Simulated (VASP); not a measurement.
# TaVN2 (P4/mmm) in VASP: a series of runs

TaVN2 is run at these levels: PBE, LDA; tasks: single point.

Everything below comes from runs of VASP 6.6.1. Logs are shortened: lines on timing, memory, paths and dates and some standing lists are left out, and cuts for length are marked.

### 1 The cell of the first run

Symmetry: P4/mmm, No. 123, tetragonal system. Conventional cell: a = 3.070 Å, b = 3.070 Å, c = 4.325 Å, α = 90.00°, β = 90.00°, γ = 90.00°. Within 2.9 Å of Ta (site symmetry 4/mmm) lie 6 N at 2.16 to 2.17 Å. Within 2.9 Å of V (site symmetry 4/mmm) lie 6 N at 2.16 to 2.17 Å. Within 2.9 Å of N (site symmetry 4/mmm) lie 2 V at 2.16 Å and 4 Ta at 2.17 Å. Within 2.9 Å of N (site symmetry 4/mmm) lie 2 Ta at 2.16 Å and 4 V at 2.17 Å.

### 2 Single point, PBE, collinear spin, ferromagnetic start

The input, INCAR:

```
SYSTEM = TaVN2
ALGO = Normal ; EDIFF = 1E-6
ENCUT = 520 ; GGA = PE
ISIF = 2 ; ISMEAR = -1
ISPIN = 2 ; LASPH = .TRUE.
LCHARG = .TRUE. ; LELF = .TRUE.
LMAXMIX = 4 ; LORBIT = 11
LREAL = .FALSE. ; LVHAR = .TRUE.
LWAVE = .FALSE. ; MAGMOM = 0 2 0 0
NBANDS = 29 ; NELM = 150
PREC = Accurate ; SIGMA = 0.05
```

The input, KPOINTS:

```
k-points
0
G
  9 9 6
  0 0 0
```

The input, POSCAR:

```
TaVN2
1.0
    3.0700653833      0.0000000000      0.0000000000
    0.0000000000      3.0700653833      0.0000000000
    0.0000000000      0.0000000000      4.3245135709
Ta V N
1 1 2
Direct
    0.0000000000      0.0000000000      0.0000000000
    0.5000000000      0.5000000000      0.5000000000
    0.5000000000      0.5000000000      0.0000000000
    0.0000000000      0.0000000000      0.5000000000
```

Potentials or basis: VASP PAW PBE potentials, release 64 (Ta_pv, V_sv, N).

On the command line:

```console
$ cat potpaw_PBE.64/Ta_pv/POTCAR potpaw_PBE.64/V_sv/POTCAR potpaw_PBE.64/N/POTCAR > POTCAR
$ mpirun -np 1 vasp_std > vasp.out
```

OUTCAR:

```text
SYSTEM = TaVN2
   EDIFF = 1E-6
   ENCUT = 520
   GGA = PE
   ISIF = 2
   ISMEAR = -1
   ISPIN = 2
   LASPH = .TRUE.
   LORBIT = 11
   LREAL = .FALSE.
   NELM = 150
   PREC = Accurate

 ion  position               nearest neighbor table
   1  0.000  0.000  0.000-   4 2.16   4 2.16   3 2.17   3 2.17   3 2.17   3 2.17   2 3.06   2 3.06
                             2 3.06   2 3.06   2 3.06   2 3.06   2 3.06   2 3.06
   2  0.500  0.500  0.500-   3 2.16   3 2.16   4 2.17   4 2.17   4 2.17   4 2.17   1 3.06   1 3.06
                             1 3.06   1 3.06   1 3.06   1 3.06   1 3.06   1 3.06
   3  0.500  0.500  0.000-   2 2.16   2 2.16   1 2.17   1 2.17   1 2.17   1 2.17
   4  0.000  0.000  0.500-   1 2.16   1 2.16   2 2.17   2 2.17   2 2.17   2 2.17

  LATTYP: Found a simple tetragonal cell.
 ALAT       =     3.0700653833
 C/A-ratio  =     1.4086063425

  Lattice vectors:

 A1 = (   3.0700653833,   0.0000000000,   0.0000000000)
 A2 = (   0.0000000000,   3.0700653833,   0.0000000000)
 A3 = (   0.0000000000,   0.0000000000,   4.3245135709)

Analysis of symmetry for initial positions (statically):
=====================================================================
 Subroutine PRICEL returns:
 Original cell was already a primitive cell.

 Routine SETGRP: Setting up the symmetry group for a
 simple tetragonal supercell.

 Subroutine GETGRP returns: Found 16 space group operations
 (whereof 16 operations were pure point group operations)
 out of a pool of 16 trial point group operations.

The static configuration has the point symmetry D_4h.

Analysis of symmetry for dynamics (positions and initial velocities):
=====================================================================
 Subroutine PRICEL returns:
 Original cell was already a primitive cell.

 Routine SETGRP: Setting up the symmetry group for a
 simple tetragonal supercell.

 Subroutine GETGRP returns: Found 16 space group operations
 (whereof 16 operations were pure point group operations)
 out of a pool of 16 trial point group operations.

The dynamic configuration has the point symmetry D_4h.

Analysis of structural, dynamic, and magnetic symmetry:
=====================================================================
 Subroutine PRICEL returns:
 Original cell was already a primitive cell.

 Routine SETGRP: Setting up the symmetry group for a
 simple tetragonal supercell.

 Subroutine GETGRP returns: Found 16 space group operations
 (whereof 16 operations were pure point group operations)
 out of a pool of 16 trial point group operations.

The overall configuration has the point symmetry D_4h.

 Subroutine INISYM returns: Found 16 space group operations
 (whereof 16 operations are pure point group operations),
 and found     1 'primitive' translations

----------------------------------------------------------------------------------------

                                     Primitive cell

  volume of cell :      40.7598

  direct lattice vectors                    reciprocal lattice vectors
     3.070065383  0.000000000  0.000000000     0.325725962  0.000000000  0.000000000
     0.000000000  3.070065383  0.000000000     0.000000000  0.325725962  0.000000000
     0.000000000  0.000000000  4.324513571     0.000000000  0.000000000  0.231239880

  length of vectors
     3.070065383  3.070065383  4.324513571     0.325725962  0.325725962  0.231239880

  position of ions in fractional coordinates (direct lattice)
     0.000000000  0.000000000  0.000000000
     0.500000000  0.500000000  0.500000000
     0.500000000  0.500000000  0.000000000
     0.000000000  0.000000000  0.500000000

  ion indices of the primitive-cell ions
   primitive index   ion index
                 1           1
                 2           2
                 3           3
                 4           4

----------------------------------------------------------------------------------------

 KPOINTS: k-points

Automatic generation of k-mesh.
 Grid dimensions read from file:
 generate k-points for:    9    9    6

 Generating k-lattice:

  Cartesian coordinates                     Fractional coordinates (reciprocal lattice)
     0.036191774  0.000000000  0.000000000     0.111111111  0.000000000  0.000000000
     0.000000000  0.036191774  0.000000000     0.000000000  0.111111111  0.000000000
     0.000000000  0.000000000  0.038539980     0.000000000  0.000000000  0.166666667

  Length of vectors
     0.036191774  0.036191774  0.038539980

  Shift w.r.t. Gamma in fractional coordinates (k-lattice)
     0.000000000  0.000000000  0.000000000

 Subroutine IBZKPT returns following result:
 ===========================================

 Found     60 irreducible k-points:

 Following reciprocal coordinates:
            Coordinates               Weight
  0.000000  0.000000  0.000000      1.000000
  0.111111  0.000000  0.000000      4.000000
  0.222222  0.000000  0.000000      4.000000
  0.333333  0.000000  0.000000      4.000000
  0.444444  0.000000  0.000000      4.000000
  0.111111  0.111111  0.000000      4.000000
[... 16 lines left out ...]
  0.333333  0.111111  0.166667     16.000000
  0.444444  0.111111  0.166667     16.000000
 [... further k-points ...]
   k-points           NKPTS =     60   k-points in BZ     NKDIM =     60   number of bands    NBANDS=     29
   number of dos      NEDOS =    301   number of ions     NIONS =      4
   total plane-waves  NPLWV =  18432
   dimension x,y,z NGX =    24 NGY =   24 NGZ =   32
   dimension x,y,z NGXF=    48 NGYF=   48 NGZF=   64
   ions per type =               1   1   2
   NGX,Y,Z   is equivalent  to a cutoff of  13.00, 13.00, 12.30 a.u.
   NGXF,Y,Z  is equivalent  to a cutoff of  25.99, 25.99, 24.60 a.u.
 SYSTEM =  TaVN2
   PREC   = accura    normal or accurate (medium, high low for compatibility)
   ISTART =      0    job   : 0-new  1-cont  2-samecut
   ICHARG =      2    charge: 1-file 2-atom 10-const
   ISPIN  =      2    spin polarized calculation?
   LNONCOLLINEAR =      F non collinear calculations
   LSORBIT =      F    spin-orbit coupling
   LASPH  =      T    aspherical Exc in radial PAW
   ENCUT  =  520.0 eV  38.22 Ry    6.18 a.u.   5.71  5.71  8.04*2*pi/ulx,y,z
   NELM   =    150;   NELMIN=  2; NELMDL= -5     # of ELM steps
   EDIFF  = 0.1E-05   stopping-criterion for ELM
   LREAL  =      F    real-space projection
   EDIFFG = 0.1E-04   stopping-criterion for IOM
   NSW    =      0    number of steps for IOM
   IBRION =     -1    ionic relax: 0-MD 1-quasi-New 2-CG
   NFREE  =      0    steps in history (QN), initial steepest desc. (CG)
   ISIF   =      2    stress and relaxation
   ISYM   =      2    0-nonsym 1-usesym 2-fastsym
   POTIM  = 0.5000    time-step for ionic-motion
   TEBEG  =    0.0;   TEEND  =   0.0 temperature during run
   PSTRESS=    0.0 pullay stress
   NELECT =      34.0000    total number of electrons
   NUPDOWN=      -1.0000    fix difference up-down
   EMIN   =  10.00;   EMAX   =-10.00  energy-range for DOS
   EFERMI =   0.00;   METHOD = LEGACY
   ISMEAR =    -1;   SIGMA  =   0.05  broadening in eV -4-tet -1-fermi 0-gaus
   EFERMI_NEDOS =   21; number of points for ismear=-14 and -15
   IALGO  =     38    algorithm
   IMIX   =      4    mixing-type and parameters
     AMIX     =   0.40;   BMIX     =  1.00
     AMIX_MAG =   1.60;   BMIX_MAG =  1.00
  volume/ion in A,a.u.               =      10.19        68.77
  Fermi-wavevector in a.u.,A,eV,Ry     =   1.541074  2.912209 32.312620  2.374911
  Thomas-Fermi vector in A             =   2.647072
   LORBIT       =     11    0 simple, 1 ext, 2 COOP (PROOUT), +10 PAW based schemes
   GGA     = PE    functional components
   LHFCALC =     F    Hartree Fock is set to
   AEXX    =    0.0000 exact exchange contribution
   IVDW    =     0    specifies the selected vdW correction
   LEPSILON=     F    determine dielectric tensor
   LRPA    =     F    only Hartree local field effects (RPA)
 spin polarized calculation
  energy-cutoff  :      520.00
  volume of cell :       40.76
 maximum number of plane-waves:      1120
 NGX is ok and might be reduce to    24
   NGX = 11   NGY = 11   NGZ = 17

 number of electron      34.0000002 magnetization       1.2312427

 Free energy of the ion-electron system (eV)
  ---------------------------------------------------
  ext. energy  EPLUGINS =         0.00000000
  ---------------------------------------------------
  free energy    TOTEN  =       -41.25295318 eV

  energy without entropy =      -41.23304127  energy(sigma->0) =      -41.24299723

 E-fermi :   9.9318     XC(G=0): -13.1958

 val. band max:        9.9275201196   @ k =   0.2222   0.2222   0.3333
 cond. band min:       9.9324239075   @ k =   0.1111   0.1111   0.5000
 fundamental gap:      0.0049037879
 Fermi energy:         9.9317507990

 spin component 1

 k-point     1 :       0.0000    0.0000    0.0000
  band No.  band energies     occupation
      1     -55.5956      1.00000
      2     -29.4835      1.00000
      3     -29.4166      1.00000
      4     -29.4166      1.00000
      5     -26.1157      1.00000
      6     -25.9515      1.00000
[... 21 lines left out ...]
     28      20.0669      0.00000
     29      21.2934      0.00000

 k-point     2 :       0.1111    0.0000    0.0000
  band No.  band energies     occupation
      1     -55.5942      1.00000
      2     -29.4804      1.00000
      3     -29.4343      1.00000
      4     -29.4142      1.00000
      5     -26.1122      1.00000
      6     -26.0146      1.00000
[... 21 lines left out ...]
     28      20.0590      0.00000
     29      21.7541      0.00000

 k-point     3 :       0.2222    0.0000    0.0000
  band No.  band energies     occupation
      1     -55.5905      1.00000
      2     -29.4789      1.00000
      3     -29.4725      1.00000
      4     -29.4082      1.00000
      5     -26.1711      1.00000
      6     -26.1034      1.00000
[... 638 lines left out ...]
      5     -26.3282      1.00000
      6     -26.0927      1.00000
[... 21 lines left out ...]
     28      20.7885      0.00000
     29      21.6752      0.00000

 k-point    24 :       0.4444    0.1111    0.1667
  band No.  band energies     occupation
      1     -55.5822      1.00000
      2     -29.5610      1.00000
      3     -29.4604      1.00000
      4     -29.4139      1.00000
      5     -26.4353      1.00000
      6     -26.0841      1.00000
[... 21 lines left out ...]
     28      20.8249      0.00000
     29      21.3524      0.00000

 [... further k-points ...]

 spin component 2

 k-point     1 :       0.0000    0.0000    0.0000
  band No.  band energies     occupation
      1     -54.4116      1.00000
      2     -28.3351      1.00000
      3     -28.3351      1.00000
      4     -28.1572      1.00000
      5     -26.1707      1.00000
      6     -25.9816      1.00000
[... 21 lines left out ...]
     28      20.2251      0.00000
     29      21.3833      0.00000

 k-point     2 :       0.1111    0.0000    0.0000
  band No.  band energies     occupation
      1     -54.4101      1.00000
      2     -28.3539      1.00000
      3     -28.3324      1.00000
      4     -28.1526      1.00000
      5     -26.1686      1.00000
      6     -26.0447      1.00000
[... 21 lines left out ...]
     28      20.2362      0.00000
     29      21.8541      0.00000

 k-point     3 :       0.2222    0.0000    0.0000
  band No.  band energies     occupation
      1     -54.4063      1.00000
      2     -28.4010      1.00000
      3     -28.3256      1.00000
      4     -28.1410      1.00000
      5     -26.2010      1.00000
      6     -26.1635      1.00000
[... 638 lines left out ...]
      5     -26.3556      1.00000
      6     -26.1562      1.00000
[... 21 lines left out ...]
     28      21.0455      0.00000
     29      21.9487      0.00000

 k-point    24 :       0.4444    0.1111    0.1667
  band No.  band energies     occupation
      1     -54.3975      1.00000
      2     -28.4892      1.00000
      3     -28.3310      1.00000
      4     -28.1251      1.00000
      5     -26.4613      1.00000
      6     -26.1492      1.00000
[... 21 lines left out ...]
     28      21.0147      0.00000
     29      21.7310      0.00000

 [... further k-points ...]
[... 5 lines left out ...]
  --------------------------------------------------------------------------------------
  -------------------------------------------------------------------------------------
  Total       -1.4275839     -1.4275839     -1.4699261      0.0000000     -0.0000000     -0.0000000
  in kB      -56.1150944    -56.1150944    -57.7794733      0.0000000     -0.0000000     -0.0000000
  external PRESSURE =     -56.6698873 kB  Pullay stress =       0.0000000 kB

 VOLUME and BASIS-vectors are now :
 -----------------------------------------------------------------------------
  energy-cutoff  :      520.00
  volume of cell :       40.76
      direct lattice vectors                 reciprocal lattice vectors
     3.070065383  0.000000000  0.000000000     0.325725962  0.000000000  0.000000000
     0.000000000  3.070065383  0.000000000     0.000000000  0.325725962  0.000000000
     0.000000000  0.000000000  4.324513571     0.000000000  0.000000000  0.231239880

 POSITION                                       TOTAL-FORCE (eV/Angst)
 -----------------------------------------------------------------------------------
      0.00000      0.00000      0.00000         0.000000      0.000000      0.000000
      1.53503      1.53503      2.16226         0.000000      0.000000      0.000000
      1.53503      1.53503      0.00000         0.000000      0.000000      0.000000
      0.00000      0.00000      2.16226         0.000000      0.000000      0.000000
 -----------------------------------------------------------------------------------
    total drift:                                0.000000     -0.000000     -0.000000

  FREE ENERGIE OF THE ION-ELECTRON SYSTEM (eV)
  ---------------------------------------------------
  free  energy   TOTEN  =       -41.2529531793 eV

  energy  without entropy=      -41.2330412747  energy(sigma->0) =      -41.24299723

 total charge

# of ion       s       p       d       tot
------------------------------------------
    1        0.295   6.252   2.351   8.897
    2        2.195   6.198   3.129  11.522
    3        1.233   2.533   0.000   3.765
    4        1.233   2.490   0.000   3.723
--------------------------------------------------
tot          4.955  17.473   5.480  27.908

 magnetization (x)

# of ion       s       p       d       tot
------------------------------------------
    1        0.002  -0.002  -0.064  -0.064
    2        0.008   0.007   1.162   1.177
    3        0.000   0.016   0.000   0.017
    4        0.001   0.016   0.000   0.017
--------------------------------------------------
tot          0.011   0.038   1.098   1.147
```

It took 95 s on 1 thread of Intel Xeon 6975P-C, shared host; peak memory 0.25 GiB.

Results:

```yaml
Free_energy: -41.2530 eV
Pressure: -5.7 GPa
Net_moment: 1.23 μB per cell
Site_moments: Ta -0.06; V +1.18; N +0.02 μB
Valence_electrons_inside_the_program's_atomic_spheres: Ta 8.90; V 11.52; N 3.77, 3.72
```

Levels at points of the mesh, in eV from the Fermi level:
Spin up:
```tsv
k point	band 13	band 14	band 15	band 16	band 17	band 18	band 19	band 20	band 21	band 22
(0.00, 0.00, 0.00)	-4.08	-2.85	-2.82	-2.82	-1.83	-1.83	-1.71	-0.43	-0.22	1.58
(0.00, 0.00, 0.50)	-4.28	-4.03	-4.03	-3.92	-2.72	-0.22	0.07	0.07	1.29	1.81
```
Spin down:
| k point | band 13 | band 14 | band 15 | band 16 | band 17 | band 18 | band 19 | band 20 | band 21 | band 22 |
| --- | --- | --- | --- | --- | --- | --- | --- | --- | --- | --- |
| (0.00, 0.00, 0.00) | -4.02 | -2.81 | -2.81 | -2.77 | -1.08 | -1.08 | -1.01 | 0.14 | 0.23 | 1.70 |
| (0.00, 0.00, 0.50) | -4.08 | -4.03 | -4.03 | -3.93 | -1.89 | 0.49 | 1.27 | 1.42 | 1.42 | 2.35 |

Caveat: spin-orbit coupling is left out, which moves the levels of the heavy elements. With open d or f shells a metallic result of PBE can be an artefact of self-interaction; +U or a hybrid may open a gap.

### 3 Single point, LDA, collinear spin, ferromagnetic start

This run uses another cell than the first one, of 9.39 Å³/atom, 0.922 times its volume.

The input, INCAR:

```
SYSTEM = TaVN2
PREC     = Accurate       ! precision mode
ENCUT    = 520            ! plane-wave cutoff, eV
EDIFF    = 1E-6           ! SCF threshold, eV
ISMEAR   = -1             ! smearing method
SIGMA    = 0.05           ! smearing width, eV
LREAL    = .FALSE.        ! projectors in reciprocal space
LASPH    = .TRUE.         ! aspherical terms in the spheres
NELM     = 150            ! most SCF steps
ALGO     = Normal         ! electronic algorithm
ISIF     = 2              ! what is computed and relaxed
LWAVE    = .FALSE.        ! write WAVECAR
LCHARG   = .FALSE.        ! write CHGCAR
ISPIN    = 2              ! spin polarisation
MAGMOM   = 0 2 0 0        ! initial moments
LORBIT   = 11             ! projections on sites
LMAXMIX  = 4              ! l up to which the mixer works
NBANDS   = 29             ! bands
```

The input, KPOINTS:

```
Automatic mesh
0
G
  9 9 6
  0 0 0
```

The input, POSCAR:

```
TaVN2
1.0
    2.9876073466      0.0000000000      0.0000000000
    0.0000000000      2.9876073466      0.0000000000
    0.0000000000      0.0000000000      4.2083626574
Ta V N
1 1 2
Direct
    0.0000000000      0.0000000000      0.0000000000
    0.5000000000      0.5000000000      0.5000000000
    0.5000000000      0.5000000000      0.0000000000
    0.0000000000      0.0000000000      0.5000000000
```

Potentials or basis: VASP PAW LDA potentials, release 64 (Ta_pv, V_sv, N).

On the command line:

```console
$ cat potpaw_LDA.64/Ta_pv/POTCAR potpaw_LDA.64/V_sv/POTCAR potpaw_LDA.64/N/POTCAR > POTCAR
$ mpirun -np 1 vasp_std > vasp.out
```

Wall time 2.2 min (1 thread of Intel Xeon 8259CL, shared host); peak memory 0.22 GiB.

Results (log left out):

- Free energy: -45.6910 eV
- Pressure: 2.4 GPa
- Band gap on the k mesh: zero (filled and empty bands overlap)
- Net moment: 0.01 μB per cell
- Valence electrons inside the program's atomic spheres: Ta 9.13; V 11.69; N 3.79, 3.73

Stress tensor (GPa, compression positive):
```
3.27 0.00 0.00
0.00 3.27 0.00
0.00 0.00 0.71
```

Levels at points of the mesh, in eV from the Fermi level:
Spin up:
```csv
k point,band 15,band 16,band 17,band 18,band 19,band 20
"(0.00, 0.00, 0.00)",-2.97,-2.93,-1.70,-1.70,-1.62,-0.31
"(0.00, 0.00, 0.50)",-4.30,-4.29,-2.73,-0.04,0.67,0.67
```
Spin down:
| k point | band 13 | band 14 | band 15 | band 16 | band 17 | band 18 | band 19 | band 20 | band 21 | band 22 |
| --- | --- | --- | --- | --- | --- | --- | --- | --- | --- | --- |
| (0.00, 0.00, 0.00) | -4.14 | -2.97 | -2.97 | -2.93 | -1.70 | -1.70 | -1.62 | -0.31 | -0.21 | 1.85 |
| (0.00, 0.00, 0.50) | -4.34 | -4.30 | -4.30 | -4.29 | -2.73 | -0.04 | 0.67 | 0.67 | 1.49 | 2.29 |

Caveat: spin-orbit coupling is left out, which moves the levels of the heavy elements.
